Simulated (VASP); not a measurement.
# CdF2 (I4/mmm) in VASP: single point with r2SCAN

Aim: the single point of CdF2 with r2SCAN.

All numbers are computed with VASP 6.6.1; they aren't measurements. Logs are shortened: lines on timing, memory, paths and dates and some standing lists are left out, and cuts for length are marked.

### Step 1. The cell of the first run

The structure is tetragonal, space group I4/mmm (No. 139). Conventional cell: a = 3.924 Å, b = 3.924 Å, c = 5.226 Å, α = 90.00°, β = 90.00°, γ = 90.00°. Cd (site symmetry 4/mmm) has 8 F at 2.36 Å within 3.1 Å. Within 3.1 Å of F (site symmetry -4m2) lie 4 Cd at 2.36 Å and 6 F at 2.61 to 2.77 Å.

### Step 2. Single point, r2SCAN (strain +0.030 along x and y, -0.030 along z)

Contents of POSCAR:

```
CdF2
1.0
    0.0000000000      2.7748200000      2.6131800000
    2.7748200000      0.0000000000      2.6131800000
    2.7748200000      2.7748200000      0.0000000000
Cd F
1 2
Direct
    0.0000000000      0.0000000000      0.0000000000
    0.2500000000      0.2500000000      0.2500000000
    0.7500000000      0.7500000000      0.7500000000
```

Contents of INCAR.step1:

```
SYSTEM = CdF2
  ALGO = Normal
  EDIFF = 1E-4
  ENCUT = 520
  GGA = PE
  ISMEAR = 0
  LASPH = .True.
  LCHARG = .False.
  LREAL = .False.
  LWAVE = .True.
  NBANDS = 20
  NELM = 60
  PREC = Accurate
  SIGMA = 0.05
```

Contents of INCAR.step2:

```
SYSTEM = CdF2
  ALGO = Normal
  EDIFF = 1E-6
  ENCUT = 520
  ISIF = 2
  ISMEAR = 0
  ISTART = 1
  LASPH = .True.
  LCHARG = .False.
  LMIXTAU = .True.
  LREAL = .False.
  LWAVE = .False.
  METAGGA = R2SCAN
  NBANDS = 20
  NELM = 60
  PREC = Accurate
  SIGMA = 0.05
```

Contents of KPOINTS:

```
k-points
0
Gamma
  8 8 8
  0 0 0
```

Potentials or basis: VASP PAW PBE potentials, release 64 (Cd, F).

On the command line:

```bash
> cat potpaw_PBE.64/Cd/POTCAR potpaw_PBE.64/F/POTCAR > POTCAR
> cp INCAR.step1 INCAR
> mpirun -np 1 vasp_std > vasp.out
> cp INCAR.step2 INCAR
> mpirun -np 1 vasp_std > vasp.out
```

OUTCAR:

```text
SYSTEM = CdF2
   EDIFF = 1E-6
   ENCUT = 520
   ISIF = 2
   ISMEAR = 0
   ISTART = 1
   LASPH = .True.
   LREAL = .False.
   METAGGA = R2SCAN
   NELM = 60
   PREC = Accurate

 ion  position               nearest neighbor table
   1  0.000  0.000  0.000-   3 2.36   3 2.36   3 2.36   2 2.36   3 2.36   2 2.36   2 2.36   2 2.36

   2  0.250  0.250  0.250-   1 2.36   1 2.36   1 2.36   1 2.36
   3  0.750  0.750  0.750-   1 2.36   1 2.36   1 2.36   1 2.36

  LATTYP: Found a body centered tetragonal cell.
 ALAT       =     3.9241880771
 C/A-ratio  =     1.3318321898

  Lattice vectors:

 A1 = (   0.0000000000,  -2.7748200000,  -2.6131800000)
 A2 = (   0.0000000000,   2.7748200000,  -2.6131800000)
 A3 = (   2.7748200000,   0.0000000000,   2.6131800000)

Analysis of symmetry for initial positions (statically):
=====================================================================
 Subroutine PRICEL returns:
 Original cell was already a primitive cell.

 Routine SETGRP: Setting up the symmetry group for a
 body centered tetragonal supercell.

 Subroutine GETGRP returns: Found 16 space group operations
 (whereof 16 operations were pure point group operations)
 out of a pool of 16 trial point group operations.

The static configuration has the point symmetry D_4h.

Analysis of symmetry for dynamics (positions and initial velocities):
=====================================================================
 Subroutine PRICEL returns:
 Original cell was already a primitive cell.

 Routine SETGRP: Setting up the symmetry group for a
 body centered tetragonal supercell.

 Subroutine GETGRP returns: Found 16 space group operations
 (whereof 16 operations were pure point group operations)
 out of a pool of 16 trial point group operations.

The dynamic configuration has the point symmetry D_4h.

 Subroutine INISYM returns: Found 16 space group operations
 (whereof 16 operations are pure point group operations),
 and found     1 'primitive' translations

----------------------------------------------------------------------------------------

                                     Primitive cell

  volume of cell :      40.2410

  direct lattice vectors                    reciprocal lattice vectors
     0.000000000  2.774820000  2.613180000    -0.180191868  0.180191868  0.191337757
     2.774820000  0.000000000  2.613180000     0.180191868 -0.180191868  0.191337757
     2.774820000  2.774820000  0.000000000     0.180191868  0.180191868 -0.191337757

  length of vectors
     3.811605403  3.811605403  3.924188077     0.318666528  0.318666528  0.318666528

  position of ions in fractional coordinates (direct lattice)
     0.000000000  0.000000000  0.000000000
     0.250000000  0.250000000  0.250000000
     0.750000000  0.750000000  0.750000000

  ion indices of the primitive-cell ions
   primitive index   ion index
                 1           1
                 2           2
                 3           3

----------------------------------------------------------------------------------------

 KPOINTS: k-points

Automatic generation of k-mesh.
 Grid dimensions read from file:
 generate k-points for:    8    8    8

 Generating k-lattice:

  Cartesian coordinates                     Fractional coordinates (reciprocal lattice)
    -0.022523984  0.022523984  0.023917220     0.125000000  0.000000000  0.000000000
     0.022523984 -0.022523984  0.023917220     0.000000000  0.125000000  0.000000000
     0.022523984  0.022523984 -0.023917220     0.000000000  0.000000000  0.125000000

  Length of vectors
     0.039833316  0.039833316  0.039833316

  Shift w.r.t. Gamma in fractional coordinates (k-lattice)
     0.000000000  0.000000000  0.000000000

 Subroutine IBZKPT returns following result:
 ===========================================

 Found     59 irreducible k-points:

 Following reciprocal coordinates:
            Coordinates               Weight
  0.000000  0.000000  0.000000      1.000000
  0.125000 -0.000000  0.000000      8.000000
  0.250000 -0.000000  0.000000      8.000000
  0.375000 -0.000000  0.000000      8.000000
  0.500000 -0.000000  0.000000      4.000000
  0.125000  0.125000  0.000000      2.000000
[... 16 lines left out ...]
  0.250000 -0.000000  0.125000     16.000000
  0.375000 -0.000000  0.125000     16.000000
 [... further k-points ...]
   k-points           NKPTS =     59   k-points in BZ     NKDIM =     59   number of bands    NBANDS=     20
   number of dos      NEDOS =    301   number of ions     NIONS =      3
   total plane-waves  NPLWV =  23520
   dimension x,y,z NGX =    28 NGY =   28 NGZ =   30
   dimension x,y,z NGXF=    56 NGYF=   56 NGZF=   60
   ions per type =               1   2
   NGX,Y,Z   is equivalent  to a cutoff of  12.21, 12.21, 12.71 a.u.
   NGXF,Y,Z  is equivalent  to a cutoff of  24.42, 24.42, 25.42 a.u.
 SYSTEM =  CdF2
   PREC   = accura    normal or accurate (medium, high low for compatibility)
   ISTART =      1    job   : 0-new  1-cont  2-samecut
   ICHARG =      0    charge: 1-file 2-atom 10-const
   ISPIN  =      1    spin polarized calculation?
   LNONCOLLINEAR =      F non collinear calculations
   LSORBIT =      F    spin-orbit coupling
   LASPH  =      T    aspherical Exc in radial PAW
   ENCUT  =  520.0 eV  38.22 Ry    6.18 a.u.   7.09  7.09  7.30*2*pi/ulx,y,z
   NELM   =     60;   NELMIN=  2; NELMDL=  0     # of ELM steps
   EDIFF  = 0.1E-05   stopping-criterion for ELM
   LREAL  =      F    real-space projection
   EDIFFG = 0.1E-04   stopping-criterion for IOM
   NSW    =      0    number of steps for IOM
   IBRION =     -1    ionic relax: 0-MD 1-quasi-New 2-CG
   NFREE  =      0    steps in history (QN), initial steepest desc. (CG)
   ISIF   =      2    stress and relaxation
   ISYM   =      2    0-nonsym 1-usesym 2-fastsym
   POTIM  = 0.5000    time-step for ionic-motion
   TEBEG  =    0.0;   TEEND  =   0.0 temperature during run
   PSTRESS=    0.0 pullay stress
   NELECT =      26.0000    total number of electrons
   NUPDOWN=      -1.0000    fix difference up-down
   EMIN   =  10.00;   EMAX   =-10.00  energy-range for DOS
   EFERMI =   0.00;   METHOD = LEGACY
   ISMEAR =     0;   SIGMA  =   0.05  broadening in eV -4-tet -1-fermi 0-gaus
   EFERMI_NEDOS =   21; number of points for ismear=-14 and -15
   IALGO  =     38    algorithm
   IMIX   =      4    mixing-type and parameters
     AMIX     =   0.40;   BMIX     =  1.00
     AMIX_MAG =   1.60;   BMIX_MAG =  1.00
  volume/ion in A,a.u.               =      13.41        90.52
  Fermi-wavevector in a.u.,A,eV,Ry     =   1.415282  2.674495 27.252782  2.003023
  Thomas-Fermi vector in A             =   2.536737
   LORBIT       =      0    0 simple, 1 ext, 2 COOP (PROOUT), +10 PAW based schemes
   METAGGA = R2SCAN    functional components
   LHFCALC =     F    Hartree Fock is set to
   AEXX    =    0.0000 exact exchange contribution
   IVDW    =     0    specifies the selected vdW correction
   LEPSILON=     F    determine dielectric tensor
   LRPA    =     F    only Hartree local field effects (RPA)
 non-spin polarized calculation
 Gauss-broadening in eV      SIGMA  =   0.05
  energy-cutoff  :      520.00
  volume of cell :       40.24
 maximum number of plane-waves:      1110
   NGX = 15   NGY = 15   NGZ = 15

 number of electron      25.9999992 magnetization

 Free energy of the ion-electron system (eV)
  ---------------------------------------------------
  ext. energy  EPLUGINS =         0.00000000
  ---------------------------------------------------
  free energy    TOTEN  =       -33.68275806 eV

  energy without entropy =      -33.68275806  energy(sigma->0) =      -33.68275806

 E-fermi :  -1.7174     XC(G=0): -10.8841

 val. band max:       -1.9837863071   @ k =  -0.1250   0.5000   0.3750
 cond. band min:       1.5378400416   @ k =   0.0000   0.0000   0.0000
 fundamental gap:      3.5216263487
 Fermi energy:        -1.7173954286

 k-point     1 :       0.0000    0.0000    0.0000
  band No.  band energies     occupation
      1     -23.8495      2.00000
      2     -22.8403      2.00000
      3      -7.6283      2.00000
      4      -7.6282      2.00000
      5      -7.5999      2.00000
      6      -6.5349      2.00000
[... 12 lines left out ...]
     19      17.8563      0.00000
     20      19.3428      0.00000

 k-point     2 :       0.1250   -0.0000    0.0000
  band No.  band energies     occupation
      1     -23.8048      2.00000
      2     -22.8807      2.00000
      3      -7.5765      2.00000
      4      -7.5530      2.00000
      5      -7.4630      2.00000
      6      -6.5485      2.00000
[... 12 lines left out ...]
     19      17.4834      0.00000
     20      18.8341      0.00000

 k-point     3 :       0.2500   -0.0000    0.0000
  band No.  band energies     occupation
      1     -23.6829      2.00000
      2     -22.9903      2.00000
      3      -7.4610      2.00000
      4      -7.4161      2.00000
      5      -7.0535      2.00000
      6      -6.5538      2.00000
[... 12 lines left out ...]
     19      17.7579      0.00000
     20      18.0529      0.00000

 k-point     4 :       0.3750   -0.0000    0.0000
  band No.  band energies     occupation
      1     -23.5143      2.00000
      2     -23.1446      2.00000
      3      -7.3733      2.00000
      4      -7.3012      2.00000
      5      -6.5491      2.00000
      6      -6.5242      2.00000
[... 429 lines left out ...]
 k-point    23 :       0.2500   -0.0000    0.1250
  band No.  band energies     occupation
      1     -23.7107      2.00000
      2     -22.9601      2.00000
      3      -7.4238      2.00000
      4      -7.4110      2.00000
      5      -7.1294      2.00000
      6      -6.6659      2.00000
[... 12 lines left out ...]
     19      18.6218      0.00000
     20      19.1384      0.00000

 k-point    24 :       0.3750   -0.0000    0.1250
  band No.  band energies     occupation
      1     -23.5687      2.00000
      2     -23.0869      2.00000
      3      -7.3193      2.00000
      4      -7.2819      2.00000
      5      -6.6810      2.00000
      6      -6.6369      2.00000
[... 12 lines left out ...]
     19      17.9888      0.00000
     20      19.2538      0.00000

 [... further k-points ...]

------------------------ aborting loop because EDIFF is reached ----------------------------------------

  FORCE on cell =-STRESS in cart. coord.  units (eV):
  Direction    XX          YY          ZZ          XY          YZ          ZX
  --------------------------------------------------------------------------------------
  -------------------------------------------------------------------------------------
  Total       -1.1300307     -1.1300307      0.6016047      0.0000000      0.0000000     -0.0000000
  in kB      -44.9916455    -44.9916455     23.9526113      0.0000000      0.0000000     -0.0000000
  external PRESSURE =     -22.0102266 kB  Pullay stress =       0.0000000 kB

 VOLUME and BASIS-vectors are now :
 -----------------------------------------------------------------------------
  energy-cutoff  :      520.00
  volume of cell :       40.24
      direct lattice vectors                 reciprocal lattice vectors
     0.000000000  2.774820000  2.613180000    -0.180191868  0.180191868  0.191337757
     2.774820000  0.000000000  2.613180000     0.180191868 -0.180191868  0.191337757
     2.774820000  2.774820000  0.000000000     0.180191868  0.180191868 -0.191337757

 POSITION                                       TOTAL-FORCE (eV/Angst)
 -----------------------------------------------------------------------------------
      0.00000      0.00000      0.00000        -0.000000     -0.000000     -0.000000
      1.38741      1.38741      1.30659        -0.000000     -0.000000      0.000000
      4.16223      4.16223      3.91977         0.000000      0.000000     -0.000000
 -----------------------------------------------------------------------------------
    total drift:                                0.000000      0.000000      0.000000

  FREE ENERGIE OF THE ION-ELECTRON SYSTEM (eV)
  ---------------------------------------------------
  free  energy   TOTEN  =       -33.6827580639 eV

  energy  without entropy=      -33.6827580639  energy(sigma->0) =      -33.68275806
```

Wall time 68 s (1 thread of Intel Xeon 6975P-C (Granite Rapids), shared host); peak memory 0.19 GiB.

Results:

| Property | Result |
| --- | --- |
| Free energy | -33.6828 eV |
| Pressure | -2.2 GPa |
| Band gap on the k mesh | 3.52 eV (least direct gap 4.09 eV) |

Levels at points of the mesh, in eV from the valence-band top:
```csv
k point,band 11,band 12,band 13,band 14,band 15,band 16
"(0.00, 0.00, 0.00)",-0.65,-0.57,-0.57,3.52,13.27,13.45
"(0.50, 0.00, 0.00)",-1.74,-0.53,-0.49,7.64,9.46,15.01
"(0.50, 0.50, 0.00)",-0.29,-0.22,-0.22,8.40,10.20,12.09
"(0.50, 0.00, 0.50)",-0.63,-0.24,-0.01,8.54,10.29,12.04
```

Caveat: the cell differs from its parent crystal (strain +0.030 along x and y, -0.030 along z); the PAW data sets were made with another functional, which shifts forces and pressure a little. A k mesh can miss the band edges.
